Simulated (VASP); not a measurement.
# SnO2 (P4_2/mnm) in VASP: further runs, part 2 of 2

VASP 6.6.1. Earlier steps stand in the parts before.

### 3 Single point, PBEsol (12.40 Å³/atom)

This run uses another cell than the first one, of 12.40 Å³/atom.

INCAR

```
SYSTEM = SnO2
ALGO     = Normal         ! electronic algorithm
EDIFF    = 1E-7           ! SCF threshold, eV
ENCUT    = 520            ! plane-wave cutoff, eV
GGA      = PS             ! functional
ISIF     = 2              ! what is computed and relaxed
ISMEAR   = -1             ! smearing method
LASPH    = .TRUE.         ! aspherical terms in the spheres
LCHARG   = .FALSE.        ! write CHGCAR
LREAL    = .FALSE.        ! projectors in reciprocal space
LWAVE    = .FALSE.        ! write WAVECAR
NBANDS   = 35             ! bands
NELM     = 80             ! most SCF steps
PREC     = Accurate       ! precision mode
SIGMA    = 0.05           ! smearing width, eV
```

KPOINTS

```
k-points
0
G
  6 6 8
  0 0 0
```

POSCAR

```
SnO2
1.0
    4.8003492553      0.0000000000      0.0000000000
    0.0000000000      4.8003492553      0.0000000000
    0.0000000000      0.0000000000      3.2284324403
Sn O
2 4
Direct
    0.5000000000      0.5000000000      0.5000000000
    0.0000000000      0.0000000000      0.0000000000
    0.8071000000      0.1929000000      0.5000000000
    0.6929000000      0.6929000000      0.0000000000
    0.1929000000      0.8071000000      0.5000000000
    0.3071000000      0.3071000000      0.0000000000
```

Potentials or basis: VASP PAW PBE potentials, release 64 (Sn_d, O).

The run is started by

```sh
cat potpaw_PBE.64/Sn_d/POTCAR potpaw_PBE.64/O/POTCAR > POTCAR
mpirun -np 1 vasp_std > vasp.out
```

OUTCAR:

```text
SYSTEM = SnO2
   EDIFF = 1E-7
   ENCUT = 520
   GGA = PS
   ISIF = 2
   ISMEAR = -1
   LASPH = .TRUE.
   LREAL = .FALSE.
   NELM = 80
   PREC = Accurate

 ion  position               nearest neighbor table
   1  0.500  0.500  0.500-   4 2.08   6 2.08   4 2.08   6 2.08   5 2.08   3 2.08
   2  0.000  0.000  0.000-   3 2.08   5 2.08   3 2.08   5 2.08   4 2.08   6 2.08
   3  0.807  0.193  0.500-   2 2.08   2 2.08   1 2.08
   4  0.693  0.693  0.000-   1 2.08   1 2.08   2 2.08
   5  0.193  0.807  0.500-   2 2.08   2 2.08   1 2.08
   6  0.307  0.307  0.000-   1 2.08   1 2.08   2 2.08

  LATTYP: Found a simple tetragonal cell.
 ALAT       =     4.8003492553
 C/A-ratio  =     0.6725411566

  Lattice vectors:

 A1 = (   4.8003492553,   0.0000000000,   0.0000000000)
 A2 = (   0.0000000000,   4.8003492553,   0.0000000000)
 A3 = (   0.0000000000,   0.0000000000,   3.2284324403)

Analysis of symmetry for initial positions (statically):
=====================================================================
 Subroutine PRICEL returns:
 Original cell was already a primitive cell.

 Routine SETGRP: Setting up the symmetry group for a
 simple tetragonal supercell.

 Subroutine GETGRP returns: Found 16 space group operations
 (whereof  8 operations were pure point group operations)
 out of a pool of 16 trial point group operations.

The static configuration has the point symmetry D_2h.
 The point group associated with its full space group is D_4h.

Analysis of symmetry for dynamics (positions and initial velocities):
=====================================================================
 Subroutine PRICEL returns:
 Original cell was already a primitive cell.

 Routine SETGRP: Setting up the symmetry group for a
 simple tetragonal supercell.

 Subroutine GETGRP returns: Found 16 space group operations
 (whereof  8 operations were pure point group operations)
 out of a pool of 16 trial point group operations.

[... 131 lines left out ...]
  Fermi-wavevector in a.u.,A,eV,Ry     =   1.452881  2.745548 28.720052  2.110864
  Thomas-Fermi vector in A             =   2.570212
   LORBIT       =      0    0 simple, 1 ext, 2 COOP (PROOUT), +10 PAW based schemes
   GGA     = PS    functional components
   LHFCALC =     F    Hartree Fock is set to
   AEXX    =    0.0000 exact exchange contribution
   IVDW    =     0    specifies the selected vdW correction
   LEPSILON=     F    determine dielectric tensor
   LRPA    =     F    only Hartree local field effects (RPA)
 non-spin polarized calculation
  energy-cutoff  :      520.00
  volume of cell :       74.39
 maximum number of plane-waves:      2048
 NGX is ok and might be reduce to    36
   NGX = 17   NGY = 17   NGZ = 13

 number of electron      52.0000011 magnetization

 Free energy of the ion-electron system (eV)
  ---------------------------------------------------
  ext. energy  EPLUGINS =         0.00000000
  ---------------------------------------------------
  free energy    TOTEN  =       -39.66224389 eV

  energy without entropy =      -39.66223877  energy(sigma->0) =      -39.66224133

 E-fermi :   5.9447     XC(G=0): -11.3271

 val. band max:        5.5650633308   @ k =   0.0000   0.0000   0.0000
 cond. band min:       6.2999414855   @ k =   0.0000   0.0000   0.0000
 fundamental gap:      0.7348781547
 Fermi energy:         5.9446907341

 k-point     1 :       0.0000    0.0000    0.0000
  band No.  band energies     occupation
      1     -15.4063      2.00000
      2     -14.7079      2.00000
      3     -14.4786      2.00000
      4     -14.4552      2.00000
      5     -14.4552      2.00000
      6     -14.3803      2.00000
[... 901 lines left out ...]
     34      17.5598      0.00000
     35      17.6963      0.00000

 [... further k-points ...]

------------------------ aborting loop because EDIFF is reached ----------------------------------------

  FORCE on cell =-STRESS in cart. coord.  units (eV):
  Direction    XX          YY          ZZ          XY          YZ          ZX
  --------------------------------------------------------------------------------------
  -------------------------------------------------------------------------------------
  Total       -1.1926808     -1.1926808     -1.3126916     -0.0000000      0.0000000      0.0000000
  in kB      -25.6860570    -25.6860570    -28.2706577     -0.0000000      0.0000000      0.0000000
  external PRESSURE =     -26.5475905 kB  Pullay stress =       0.0000000 kB

 VOLUME and BASIS-vectors are now :
 -----------------------------------------------------------------------------
  energy-cutoff  :      520.00
  volume of cell :       74.39
      direct lattice vectors                 reciprocal lattice vectors
     4.800349255  0.000000000  0.000000000     0.208318176  0.000000000  0.000000000
     0.000000000  4.800349255  0.000000000     0.000000000  0.208318176  0.000000000
     0.000000000  0.000000000  3.228432440     0.000000000  0.000000000  0.309747848

 POSITION                                       TOTAL-FORCE (eV/Angst)
 -----------------------------------------------------------------------------------
      2.40017      2.40017      1.61422         0.000000     -0.000000      0.000000
      0.00000      0.00000      0.00000         0.000000     -0.000000      0.000000
      3.87436      0.92599      1.61422        -0.051504      0.051504      0.000000
      3.32616      3.32616      0.00000         0.051504      0.051504      0.000000
      0.92599      3.87436      1.61422         0.051504     -0.051504      0.000000
      1.47419      1.47419      0.00000        -0.051504     -0.051504      0.000000
 -----------------------------------------------------------------------------------
    total drift:                               -0.000000      0.000000      0.000000

  FREE ENERGIE OF THE ION-ELECTRON SYSTEM (eV)
  ---------------------------------------------------
  free  energy   TOTEN  =       -39.6622438878 eV

  energy  without entropy=      -39.6622387712  energy(sigma->0) =      -39.66224133
```

It took 61 s on 1 thread of AMD EPYC 9R45 (Zen 5), shared host; peak memory 0.21 GiB.

What came out:

```
Free energy            : -39.6622 eV
Pressure               : -2.7 GPa
Largest force          : 0.073 eV/Å
Band gap on the k mesh : 0.73 eV
```

Forces in eV/Å, atoms in the order of the input:
```
Sn   0.000  0.000  0.000
Sn   0.000  0.000  0.000
O   -0.052  0.052  0.000
O    0.052  0.052  0.000
O    0.052 -0.052  0.000
O   -0.052 -0.052  0.000
```

Stress tensor (GPa, compression positive):
```
-2.57  0.00  0.00
 0.00 -2.57  0.00
 0.00  0.00 -2.83
```

Caveat: semilocal functionals underestimate gaps, and a narrow one can read as zero; the PAW data sets were made with another functional, which shifts forces and pressure a little; spin-orbit coupling is left out, which moves the levels of the heavy elements.

### 4 Single point, PBEsol (12.64 Å³/atom)

This run uses another cell than the first one, of 12.64 Å³/atom.

INCAR, as its differences from that of step 3:

```diff
@@ -12,3 +12,3 @@
 NBANDS   = 35             ! bands
-NELM     = 80             ! most SCF steps
+NELM     = 60             ! most SCF steps
 PREC     = Accurate       ! precision mode
```

KPOINTS is that of step 3.

POSCAR, as its differences from that of step 3:

```diff
@@ -2,5 +2,5 @@
 1.0
-    4.8003492553      0.0000000000      0.0000000000
-    0.0000000000      4.8003492553      0.0000000000
-    0.0000000000      0.0000000000      3.2284324403
+    4.8309255526      0.0000000000      0.0000000000
+    0.0000000000      4.8309255526      0.0000000000
+    0.0000000000      0.0000000000      3.2489962586
 Sn O
```

Potentials or basis: VASP PAW PBE potentials, release 64 (Sn_d, O).

The run is started by

```sh
cat potpaw_PBE.64/Sn_d/POTCAR potpaw_PBE.64/O/POTCAR > POTCAR
mpirun -np 1 vasp_std > vasp.out
```

OUTCAR:

```text
SYSTEM = SnO2
   EDIFF = 1E-7
   ENCUT = 520
   GGA = PS
   ISIF = 2
   ISMEAR = -1
   LASPH = .TRUE.
   LREAL = .FALSE.
   NELM = 60
   PREC = Accurate

 ion  position               nearest neighbor table
   1  0.500  0.500  0.500-   4 2.09   6 2.09   4 2.09   6 2.09   5 2.10   3 2.10
   2  0.000  0.000  0.000-   3 2.09   5 2.09   3 2.09   5 2.09   4 2.10   6 2.10
   3  0.807  0.193  0.500-   2 2.09   2 2.09   1 2.10
   4  0.693  0.693  0.000-   1 2.09   1 2.09   2 2.10
   5  0.193  0.807  0.500-   2 2.09   2 2.09   1 2.10
   6  0.307  0.307  0.000-   1 2.09   1 2.09   2 2.10

  LATTYP: Found a simple tetragonal cell.
 ALAT       =     4.8309255526
 C/A-ratio  =     0.6725411566

  Lattice vectors:

 A1 = (   4.8309255526,   0.0000000000,   0.0000000000)
 A2 = (   0.0000000000,   4.8309255526,   0.0000000000)
 A3 = (   0.0000000000,   0.0000000000,   3.2489962586)

Analysis of symmetry for initial positions (statically):
=====================================================================
 Subroutine PRICEL returns:
 Original cell was already a primitive cell.

 Routine SETGRP: Setting up the symmetry group for a
 simple tetragonal supercell.

 Subroutine GETGRP returns: Found 16 space group operations
 (whereof  8 operations were pure point group operations)
 out of a pool of 16 trial point group operations.

The static configuration has the point symmetry D_2h.
 The point group associated with its full space group is D_4h.

Analysis of symmetry for dynamics (positions and initial velocities):
=====================================================================
 Subroutine PRICEL returns:
 Original cell was already a primitive cell.

 Routine SETGRP: Setting up the symmetry group for a
 simple tetragonal supercell.

 Subroutine GETGRP returns: Found 16 space group operations
 (whereof  8 operations were pure point group operations)
 out of a pool of 16 trial point group operations.

The dynamic configuration has the point symmetry D_2h.
 The point group associated with its full space group is D_4h.

 Subroutine INISYM returns: Found 16 space group operations
 (whereof  8 operations are pure point group operations),
 and found     1 'primitive' translations

----------------------------------------------------------------------------------------

                                     Primitive cell

  volume of cell :      75.8246

  direct lattice vectors                    reciprocal lattice vectors
     4.830925553  0.000000000  0.000000000     0.206999671  0.000000000  0.000000000
     0.000000000  4.830925553  0.000000000     0.000000000  0.206999671  0.000000000
     0.000000000  0.000000000  3.248996259     0.000000000  0.000000000  0.307787366

  length of vectors
     4.830925553  4.830925553  3.248996259     0.206999671  0.206999671  0.307787366

  position of ions in fractional coordinates (direct lattice)
     0.500000000  0.500000000  0.500000000
     0.000000000  0.000000000  0.000000000
     0.807100000  0.192900000  0.500000000
     0.692900000  0.692900000  0.000000000
     0.192900000  0.807100000  0.500000000
     0.307100000  0.307100000  0.000000000

  ion indices of the primitive-cell ions
   primitive index   ion index
                 1           1
[... 34 lines left out ...]
  0.000000  0.000000  0.000000      1.000000
  0.166667  0.000000  0.000000      4.000000
  0.333333  0.000000  0.000000      4.000000
  0.500000  0.000000  0.000000      2.000000
  0.166667  0.166667  0.000000      4.000000
  0.333333  0.166667  0.000000      8.000000
[... 16 lines left out ...]
  0.333333  0.000000  0.250000      8.000000
  0.500000  0.000000  0.250000      4.000000
 [... further k-points ...]
   k-points           NKPTS =     50   k-points in BZ     NKDIM =     50   number of bands    NBANDS=     35
   number of dos      NEDOS =    301   number of ions     NIONS =      6
   total plane-waves  NPLWV =  31104
   dimension x,y,z NGX =    36 NGY =   36 NGZ =   24
   dimension x,y,z NGXF=    72 NGYF=   72 NGZF=   48
   ions per type =               2   4
   NGX,Y,Z   is equivalent  to a cutoff of  12.39, 12.39, 12.28 a.u.
   NGXF,Y,Z  is equivalent  to a cutoff of  24.78, 24.78, 24.56 a.u.
 SYSTEM =  SnO2
   PREC   = accura    normal or accurate (medium, high low for compatibility)
   ISTART =      0    job   : 0-new  1-cont  2-samecut
   ICHARG =      2    charge: 1-file 2-atom 10-const
   ISPIN  =      1    spin polarized calculation?
   LNONCOLLINEAR =      F non collinear calculations
   LSORBIT =      F    spin-orbit coupling
   LASPH  =      T    aspherical Exc in radial PAW
   ENCUT  =  520.0 eV  38.22 Ry    6.18 a.u.   8.98  8.98  6.04*2*pi/ulx,y,z
   NELM   =     60;   NELMIN=  2; NELMDL= -5     # of ELM steps
   EDIFF  = 0.1E-06   stopping-criterion for ELM
   LREAL  =      F    real-space projection
   EDIFFG = 0.1E-05   stopping-criterion for IOM
   NSW    =      0    number of steps for IOM
   IBRION =     -1    ionic relax: 0-MD 1-quasi-New 2-CG
   NFREE  =      0    steps in history (QN), initial steepest desc. (CG)
   ISIF   =      2    stress and relaxation
   ISYM   =      2    0-nonsym 1-usesym 2-fastsym
   POTIM  = 0.5000    time-step for ionic-motion
   TEBEG  =    0.0;   TEEND  =   0.0 temperature during run
   PSTRESS=    0.0 pullay stress
   NELECT =      52.0000    total number of electrons
   NUPDOWN=      -1.0000    fix difference up-down
   EMIN   =  10.00;   EMAX   =-10.00  energy-range for DOS
   EFERMI =   0.00;   METHOD = LEGACY
   ISMEAR =    -1;   SIGMA  =   0.05  broadening in eV -4-tet -1-fermi 0-gaus
   EFERMI_NEDOS =   21; number of points for ismear=-14 and -15
   IALGO  =     38    algorithm
   IMIX   =      4    mixing-type and parameters
     AMIX     =   0.40;   BMIX     =  1.00
     AMIX_MAG =   1.60;   BMIX_MAG =  1.00
  volume/ion in A,a.u.               =      12.64        85.28
  Fermi-wavevector in a.u.,A,eV,Ry     =   1.443686  2.728170 28.357648  2.084228
  Thomas-Fermi vector in A             =   2.562065
   LORBIT       =      0    0 simple, 1 ext, 2 COOP (PROOUT), +10 PAW based schemes
   GGA     = PS    functional components
   LHFCALC =     F    Hartree Fock is set to
   AEXX    =    0.0000 exact exchange contribution
   IVDW    =     0    specifies the selected vdW correction
   LEPSILON=     F    determine dielectric tensor
   LRPA    =     F    only Hartree local field effects (RPA)
 non-spin polarized calculation
  energy-cutoff  :      520.00
  volume of cell :       75.82
 maximum number of plane-waves:      2076
 NGX is ok and might be reduce to    36
   NGX = 17   NGY = 17   NGZ = 13

 number of electron      51.9999999 magnetization

 Free energy of the ion-electron system (eV)
  ---------------------------------------------------
  ext. energy  EPLUGINS =         0.00000000
  ---------------------------------------------------
  free energy    TOTEN  =       -39.62535951 eV

  energy without entropy =      -39.62532809  energy(sigma->0) =      -39.62534380

 E-fermi :   5.6283     XC(G=0): -11.2269

 val. band max:        5.3506307215   @ k =   0.0000   0.0000   0.0000
 cond. band min:       5.8796704673   @ k =   0.0000   0.0000   0.0000
 fundamental gap:      0.5290397458
 Fermi energy:         5.6282926916

 k-point     1 :       0.0000    0.0000    0.0000
  band No.  band energies     occupation
      1     -15.5954      2.00000
      2     -14.9378      2.00000
      3     -14.7366      2.00000
      4     -14.7120      2.00000
      5     -14.7120      2.00000
      6     -14.6429      2.00000
[... 901 lines left out ...]
     34      17.1585      0.00000
     35      17.3661      0.00000

 [... further k-points ...]

------------------------ aborting loop because EDIFF is reached ----------------------------------------

  FORCE on cell =-STRESS in cart. coord.  units (eV):
  Direction    XX          YY          ZZ          XY          YZ          ZX
  --------------------------------------------------------------------------------------
  -------------------------------------------------------------------------------------
  Total       -2.6426445     -2.6426445     -3.2780851     -0.0000000      0.0000000      0.0000000
  in kB      -55.8392298    -55.8392298    -69.2661260     -0.0000000      0.0000000      0.0000000
  external PRESSURE =     -60.3148619 kB  Pullay stress =       0.0000000 kB

 VOLUME and BASIS-vectors are now :
 -----------------------------------------------------------------------------
  energy-cutoff  :      520.00
  volume of cell :       75.82
      direct lattice vectors                 reciprocal lattice vectors
     4.830925553  0.000000000  0.000000000     0.206999671  0.000000000  0.000000000
     0.000000000  4.830925553  0.000000000     0.000000000  0.206999671  0.000000000
     0.000000000  0.000000000  3.248996259     0.000000000  0.000000000  0.307787366

 POSITION                                       TOTAL-FORCE (eV/Angst)
 -----------------------------------------------------------------------------------
      2.41546      2.41546      1.62450         0.000000     -0.000000      0.000000
      0.00000      0.00000      0.00000         0.000000     -0.000000      0.000000
      3.89904      0.93189      1.62450        -0.002288      0.002288     -0.000000
      3.34735      3.34735      0.00000         0.002288      0.002288     -0.000000
      0.93189      3.89904      1.62450         0.002288     -0.002288      0.000000
      1.48358      1.48358      0.00000        -0.002288     -0.002288      0.000000
 -----------------------------------------------------------------------------------
    total drift:                               -0.000000      0.000000      0.000000

  FREE ENERGIE OF THE ION-ELECTRON SYSTEM (eV)
  ---------------------------------------------------
  free  energy   TOTEN  =       -39.6253595076 eV

  energy  without entropy=      -39.6253280873  energy(sigma->0) =      -39.62534380
```

It took 57 s on 1 thread of AMD EPYC 9R45 (Zen 5), shared host; peak memory 0.21 GiB.

Results:

| Item | Value |
| --- | --- |
| Free energy | -39.6254 eV |
| Pressure | -6.0 GPa |
| Largest force | 0.003 eV/Å |
| Band gap on the k mesh | 0.53 eV |

Forces on the atoms (eV/Å):
```
Sn   0.000  0.000  0.000
Sn   0.000  0.000  0.000
O   -0.002  0.002  0.000
O    0.002  0.002  0.000
O    0.002 -0.002  0.000
O   -0.002 -0.002  0.000
```

Levels at points of the mesh, in eV from the valence-band top:
```csv
k point,band 22,band 23,band 24,band 25,band 26,band 27,band 28,band 29,band 30,band 31
"(0.00, 0.00, 0.00)",-1.28,-1.28,-0.75,-0.75,0.00,0.53,5.49,5.85,5.85,9.91
"(0.50, 0.00, 0.00)",-1.91,-1.23,-1.23,-0.62,-0.62,3.75,3.75,6.59,6.59,10.21
"(0.50, 0.50, 0.00)",-1.89,-1.35,-1.35,-0.85,-0.85,4.12,4.12,6.96,6.96,10.29
"(0.00, 0.00, 0.50)",-2.60,-1.55,-1.55,-1.20,-1.20,5.47,5.47,9.17,9.17,10.09
"(0.50, 0.00, 0.50)",-1.69,-1.02,-1.02,-0.76,-0.76,5.73,5.73,7.42,7.42,10.37
"(0.50, 0.50, 0.50)",-2.48,-0.93,-0.93,-0.78,-0.78,4.23,4.23,8.39,8.39,10.36
```

Caveat: the cell stands under tension; semilocal functionals underestimate gaps, and a narrow one can read as zero; the PAW data sets were made with another functional, which shifts forces and pressure a little; spin-orbit coupling is left out, which moves the levels of the heavy elements.

### 5 The runs side by side

| cell | gap on the mesh (eV) | pressure (GPa) | largest force (eV/Å) |
| --- | --- | --- | --- |
| a = 4.769, b = 4.769, c = 3.208 Å, 6 atoms | 0.95 | 1.1 | 0.15 |
| a = 4.800, b = 4.800, c = 3.228 Å, 6 atoms | 0.73 | -2.7 | 0.07 |
| a = 4.831, b = 4.831, c = 3.249 Å, 6 atoms | 0.53 | -6.0 | - |

Alike in all rows: task single point; level PBEsol; potentials or basis VASP PAW PBE potentials, release 64 (Sn_d, O); no spin polarisation; k mesh 6 × 6 × 8; cutoff (eV) 520; smearing fermi-dirac 0.05 eV.

Caveats: the PAW data sets were made with another functional, which shifts forces and pressure a little; spin-orbit coupling is left out, which moves the levels of the heavy elements; semilocal functionals underestimate gaps, and a narrow one can read as zero (at least some runs); the cell stands under tension (at least some runs).

Total energies depend on the potentials used, so only differences within one code and one set of settings carry meaning.
